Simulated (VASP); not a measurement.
# TePt3 (Pm-3m) in VASP: single point with PBE

Aim: the single point of TePt3 with PBE.

All numbers are computed with VASP 6.6.1; they aren't measurements. Logs are shortened: lines on timing, memory, paths and dates and some standing lists are left out, and cuts for length are marked.

## (1) The cell of the first run

Symmetry: Pm-3m, No. 221, cubic system. The conventional cell has a = 4.129 Å, b = 4.129 Å, c = 4.129 Å, α = 90.00°, β = 90.00°, γ = 90.00°. Te (site symmetry m-3m) has 12 Pt at 2.92 Å within 3.8 Å. Within 3.8 Å of Pt (site symmetry 4/mmm) lie 4 Te at 2.92 Å and 8 Pt at 2.92 Å.

## (2) Single point, PBE

File INCAR:

```
SYSTEM = TePt3
PREC = Accurate ; ENCUT = 500
EDIFF = 1E-6 ; ISMEAR = 0
SIGMA = 0.1 ; LREAL = .FALSE.
LASPH = .TRUE. ; NELM = 120
ALGO = Normal ; ISIF = 2
LWAVE = .FALSE. ; LCHARG = .TRUE.
GGA = PE ; LELF = .TRUE.
LVHAR = .TRUE. ; NBANDS = 26
GGA_COMPAT = .FALSE.
```

File KPOINTS:

```
regular mesh
0
G
  12 12 12
  0 0 0
```

File POSCAR:

```
TePt3
1.0
    4.1294567383      0.0000000000      0.0000000000
    0.0000000000      4.1294567383      0.0000000000
    0.0000000000      0.0000000000      4.1294567383
Te Pt
1 3
Direct
    0.0000000000      0.0000000000      0.0000000000
    0.0000000000      0.5000000000      0.5000000000
    0.5000000000      0.0000000000      0.5000000000
    0.5000000000      0.5000000000      0.0000000000
```

Potentials or basis: VASP PAW PBE potentials, release 64 (Te, Pt).

Started as:

```
cat potpaw_PBE.64/Te/POTCAR potpaw_PBE.64/Pt/POTCAR > POTCAR
mpirun -np 1 vasp_std > vasp.out
```

OUTCAR:

```text
SYSTEM = TePt3
   PREC = Accurate
   ENCUT = 500
   EDIFF = 1E-6
   ISMEAR = 0
   LREAL = .FALSE.
   LASPH = .TRUE.
   NELM = 120
   ISIF = 2
   GGA = PE

 ion  position               nearest neighbor table
   1  0.000  0.000  0.000-   2 2.92   3 2.92   4 2.92   2 2.92   3 2.92   2 2.92   4 2.92   2 2.92
                             3 2.92   4 2.92   3 2.92   4 2.92
   2  0.000  0.500  0.500-   1 2.92   3 2.92   4 2.92   1 2.92   4 2.92   1 2.92   3 2.92   1 2.92
                             3 2.92   4 2.92   4 2.92   3 2.92
   3  0.500  0.000  0.500-   1 2.92   2 2.92   4 2.92   1 2.92   4 2.92   2 2.92   4 2.92   4 2.92
                             1 2.92   2 2.92   1 2.92   2 2.92
   4  0.500  0.500  0.000-   1 2.92   2 2.92   3 2.92   2 2.92   3 2.92   1 2.92   3 2.92   3 2.92
                             1 2.92   2 2.92   2 2.92   1 2.92

  LATTYP: Found a simple cubic cell.
 ALAT       =     4.1294567383

  Lattice vectors:

 A1 = (   4.1294567383,   0.0000000000,   0.0000000000)
 A2 = (   0.0000000000,   4.1294567383,   0.0000000000)
 A3 = (   0.0000000000,   0.0000000000,   4.1294567383)

Analysis of symmetry for initial positions (statically):
=====================================================================
 Subroutine PRICEL returns:
 Original cell was already a primitive cell.

 Routine SETGRP: Setting up the symmetry group for a
 simple cubic supercell.

 Subroutine GETGRP returns: Found 48 space group operations
 (whereof 48 operations were pure point group operations)
 out of a pool of 48 trial point group operations.

The static configuration has the point symmetry O_h .

Analysis of symmetry for dynamics (positions and initial velocities):
=====================================================================
 Subroutine PRICEL returns:
 Original cell was already a primitive cell.

 Routine SETGRP: Setting up the symmetry group for a
 simple cubic supercell.

 Subroutine GETGRP returns: Found 48 space group operations
 (whereof 48 operations were pure point group operations)
 out of a pool of 48 trial point group operations.

The dynamic configuration has the point symmetry O_h .

 Subroutine INISYM returns: Found 48 space group operations
 (whereof 48 operations are pure point group operations),
 and found     1 'primitive' translations

----------------------------------------------------------------------------------------

                                     Primitive cell

  volume of cell :      70.4172

  direct lattice vectors                    reciprocal lattice vectors
     4.129456738  0.000000000  0.000000000     0.242162605  0.000000000  0.000000000
     0.000000000  4.129456738  0.000000000     0.000000000  0.242162605  0.000000000
     0.000000000  0.000000000  4.129456738     0.000000000  0.000000000  0.242162605

  length of vectors
     4.129456738  4.129456738  4.129456738     0.242162605  0.242162605  0.242162605

  position of ions in fractional coordinates (direct lattice)
     0.000000000  0.000000000  0.000000000
     0.000000000  0.500000000  0.500000000
     0.500000000  0.000000000  0.500000000
     0.500000000  0.500000000  0.000000000

  ion indices of the primitive-cell ions
   primitive index   ion index
                 1           1
                 2           2
                 3           3
                 4           4

----------------------------------------------------------------------------------------

 KPOINTS: regular mesh

Automatic generation of k-mesh.
 Grid dimensions read from file:
 generate k-points for:   12   12   12

 Generating k-lattice:

  Cartesian coordinates                     Fractional coordinates (reciprocal lattice)
     0.020180217  0.000000000  0.000000000     0.083333333  0.000000000  0.000000000
     0.000000000  0.020180217  0.000000000     0.000000000  0.083333333  0.000000000
     0.000000000  0.000000000  0.020180217     0.000000000  0.000000000  0.083333333

  Length of vectors
     0.020180217  0.020180217  0.020180217

  Shift w.r.t. Gamma in fractional coordinates (k-lattice)
     0.000000000  0.000000000  0.000000000

 Subroutine IBZKPT returns following result:
 ===========================================

 Found     84 irreducible k-points:

 Following reciprocal coordinates:
            Coordinates               Weight
  0.000000  0.000000  0.000000      1.000000
  0.083333  0.000000  0.000000      6.000000
  0.166667  0.000000  0.000000      6.000000
  0.250000  0.000000  0.000000      6.000000
  0.333333  0.000000  0.000000      6.000000
  0.416667  0.000000  0.000000      6.000000
[... 16 lines left out ...]
  0.333333  0.333333  0.000000     12.000000
  0.416667  0.333333  0.000000     24.000000
 [... further k-points ...]
   k-points           NKPTS =     84   k-points in BZ     NKDIM =     84   number of bands    NBANDS=     26
   number of dos      NEDOS =    301   number of ions     NIONS =      4
   total plane-waves  NPLWV =  27000
   dimension x,y,z NGX =    30 NGY =   30 NGZ =   30
   dimension x,y,z NGXF=    60 NGYF=   60 NGZF=   60
   ions per type =               1   3
   NGX,Y,Z   is equivalent  to a cutoff of  12.08, 12.08, 12.08 a.u.
   NGXF,Y,Z  is equivalent  to a cutoff of  24.16, 24.16, 24.16 a.u.
 SYSTEM =  TePt3
   PREC   = accura    normal or accurate (medium, high low for compatibility)
   ISTART =      0    job   : 0-new  1-cont  2-samecut
   ICHARG =      2    charge: 1-file 2-atom 10-const
   ISPIN  =      1    spin polarized calculation?
   LNONCOLLINEAR =      F non collinear calculations
   LSORBIT =      F    spin-orbit coupling
   LASPH  =      T    aspherical Exc in radial PAW
   ENCUT  =  500.0 eV  36.75 Ry    6.06 a.u.   7.53  7.53  7.53*2*pi/ulx,y,z
   NELM   =    120;   NELMIN=  2; NELMDL= -5     # of ELM steps
   EDIFF  = 0.1E-05   stopping-criterion for ELM
   LREAL  =      F    real-space projection
   EDIFFG = 0.1E-04   stopping-criterion for IOM
   NSW    =      0    number of steps for IOM
   IBRION =     -1    ionic relax: 0-MD 1-quasi-New 2-CG
   NFREE  =      0    steps in history (QN), initial steepest desc. (CG)
   ISIF   =      2    stress and relaxation
   ISYM   =      2    0-nonsym 1-usesym 2-fastsym
   POTIM  = 0.5000    time-step for ionic-motion
   TEBEG  =    0.0;   TEEND  =   0.0 temperature during run
   PSTRESS=    0.0 pullay stress
   NELECT =      36.0000    total number of electrons
   NUPDOWN=      -1.0000    fix difference up-down
   EMIN   =  10.00;   EMAX   =-10.00  energy-range for DOS
   EFERMI =   0.00;   METHOD = LEGACY
   ISMEAR =     0;   SIGMA  =   0.10  broadening in eV -4-tet -1-fermi 0-gaus
   EFERMI_NEDOS =   21; number of points for ismear=-14 and -15
   IALGO  =     38    algorithm
   IMIX   =      4    mixing-type and parameters
     AMIX     =   0.40;   BMIX     =  1.00
     AMIX_MAG =   1.60;   BMIX_MAG =  1.00
  volume/ion in A,a.u.               =      17.60       118.80
  Fermi-wavevector in a.u.,A,eV,Ry     =   1.309029  2.473707 23.314373  1.713558
  Thomas-Fermi vector in A             =   2.439656
   LORBIT       =      0    0 simple, 1 ext, 2 COOP (PROOUT), +10 PAW based schemes
   GGA     = PE    functional components
   LHFCALC =     F    Hartree Fock is set to
   AEXX    =    0.0000 exact exchange contribution
   IVDW    =     0    specifies the selected vdW correction
   LEPSILON=     F    determine dielectric tensor
   LRPA    =     F    only Hartree local field effects (RPA)
 non-spin polarized calculation
 Gauss-broadening in eV      SIGMA  =   0.10
  energy-cutoff  :      500.00
  volume of cell :       70.42
 maximum number of plane-waves:      1807
   NGX = 15   NGY = 15   NGZ = 15

 number of electron      35.9999994 magnetization

 Free energy of the ion-electron system (eV)
  ---------------------------------------------------
  ext. energy  EPLUGINS =         0.00000000
  ---------------------------------------------------
  free energy    TOTEN  =       -20.79061038 eV

  energy without entropy =      -20.76052617  energy(sigma->0) =      -20.77556828

 E-fermi :  10.7555     XC(G=0): -12.5083

 val. band max:       10.7518554236   @ k =   0.5000   0.3333   0.0833
 cond. band min:      10.7589505812   @ k =   0.2500   0.2500   0.1667
 fundamental gap:      0.0070951576
 Fermi energy:        10.7554637394

 k-point     1 :       0.0000    0.0000    0.0000
  band No.  band energies     occupation
      1      -3.2808      2.00000
      2       4.2131      2.00000
      3       5.4360      2.00000
      4       5.4360      2.00000
      5       5.7366      2.00000
      6       5.7366      2.00000
[... 18 lines left out ...]
     25      16.7727      0.00000
     26      20.0470      0.00000

 k-point     2 :       0.0833    0.0000    0.0000
  band No.  band energies     occupation
      1      -3.2320      2.00000
      2       4.2325      2.00000
      3       5.2576      2.00000
      4       5.5009      2.00000
      5       5.6986      2.00000
      6       5.6986      2.00000
[... 18 lines left out ...]
     25      17.4861      0.00000
     26      19.6222      0.00000

 k-point     3 :       0.1667    0.0000    0.0000
  band No.  band energies     occupation
      1      -3.0914      2.00000
      2       4.1331      2.00000
      3       4.9248      2.00000
      4       5.5824      2.00000
      5       5.5824      2.00000
      6       5.6912      2.00000
[... 18 lines left out ...]
     25      18.4320      0.00000
     26      18.7736      0.00000

 k-point     4 :       0.2500    0.0000    0.0000
  band No.  band energies     occupation
      1      -2.8786      2.00000
      2       3.5749      2.00000
      3       4.9818      2.00000
      4       5.4129      2.00000
      5       5.4129      2.00000
      6       5.9219      2.00000
[... 18 lines left out ...]
     25      17.9424      0.00000
     26      19.3178      0.00000

 k-point     5 :       0.3333    0.0000    0.0000
  band No.  band energies     occupation
      1      -2.6336      2.00000
      2       2.9064      2.00000
      3       5.2472      2.00000
      4       5.2472      2.00000
      5       5.2588      2.00000
      6       6.0348      2.00000
[... 18 lines left out ...]
     25      17.2847      0.00000
     26      20.1982      0.00000

 k-point     6 :       0.4167    0.0000    0.0000
  band No.  band energies     occupation
      1      -2.4253      2.00000
      2       2.4091      2.00000
      3       5.1320      2.00000
      4       5.1320      2.00000
      5       5.5384      2.00000
      6       6.1313      2.00000
[... 427 lines left out ...]
 k-point    21 :       0.4167    0.2500    0.0000
  band No.  band energies     occupation
      1      -2.1916      2.00000
      2       2.8700      2.00000
      3       4.1948      2.00000
      4       4.8684      2.00000
      5       5.9702      2.00000
      6       6.4235      2.00000
[... 18 lines left out ...]
     25      19.0810      0.00000
     26      19.5287      0.00000

 k-point    22 :       0.5000    0.2500    0.0000
  band No.  band energies     occupation
      1      -2.1285      2.00000
      2       2.7359      2.00000
      3       4.2073      2.00000
      4       4.8382      2.00000
      5       6.0595      2.00000
      6       6.4082      2.00000
[... 18 lines left out ...]
     25      19.2488      0.00000
     26      20.1975      0.00000

 k-point    23 :       0.3333    0.3333    0.0000
  band No.  band energies     occupation
      1      -2.1902      2.00000
      2       3.2797      2.00000
      3       3.8380      2.00000
      4       4.8348      2.00000
      5       6.0031      2.00000
      6       6.3525      2.00000
[... 18 lines left out ...]
     25      17.9706      0.00000
     26      19.3729      0.00000

 k-point    24 :       0.4167    0.3333    0.0000
  band No.  band energies     occupation
      1      -2.0606      2.00000
      2       3.1413      2.00000
      3       3.7913      2.00000
      4       4.7536      2.00000
      5       6.2160      2.00000
      6       6.5238      2.00000
[... 18 lines left out ...]
     25      18.1928      0.00000
     26      19.9096      0.00000

 [... further k-points ...]
[... 5 lines left out ...]
  --------------------------------------------------------------------------------------
  -------------------------------------------------------------------------------------
  Total       -0.1523095     -0.1523095     -0.1523095     -0.0000000      0.0000000     -0.0000000
  in kB       -3.4654433     -3.4654433     -3.4654433     -0.0000000      0.0000000     -0.0000000
  external PRESSURE =      -3.4654433 kB  Pullay stress =       0.0000000 kB

 VOLUME and BASIS-vectors are now :
 -----------------------------------------------------------------------------
  energy-cutoff  :      500.00
  volume of cell :       70.42
      direct lattice vectors                 reciprocal lattice vectors
     4.129456738  0.000000000  0.000000000     0.242162605  0.000000000  0.000000000
     0.000000000  4.129456738  0.000000000     0.000000000  0.242162605  0.000000000
     0.000000000  0.000000000  4.129456738     0.000000000  0.000000000  0.242162605

 POSITION                                       TOTAL-FORCE (eV/Angst)
 -----------------------------------------------------------------------------------
      0.00000      0.00000      0.00000         0.000000      0.000000      0.000000
      0.00000      2.06473      2.06473         0.000000      0.000000      0.000000
      2.06473      0.00000      2.06473         0.000000      0.000000      0.000000
      2.06473      2.06473      0.00000         0.000000      0.000000      0.000000
 -----------------------------------------------------------------------------------
    total drift:                                0.000000      0.000000     -0.000000

  FREE ENERGIE OF THE ION-ELECTRON SYSTEM (eV)
  ---------------------------------------------------
  free  energy   TOTEN  =       -20.7906103819 eV

  energy  without entropy=      -20.7605261685  energy(sigma->0) =      -20.77556828
```

Wall time 2 min (1 thread of Intel Xeon Platinum 8488C (Sapphire Rapids), shared host); peak memory 0.26 GiB.

Results:

```yaml
Free_energy: -20.7906 eV
Pressure: -0.3 GPa
Band_gap_on_the_k_mesh: zero (bands 18 and 19 overlap by 0.75 eV)
```

Caveat: spin-orbit coupling is left out, which moves the levels of the heavy elements.
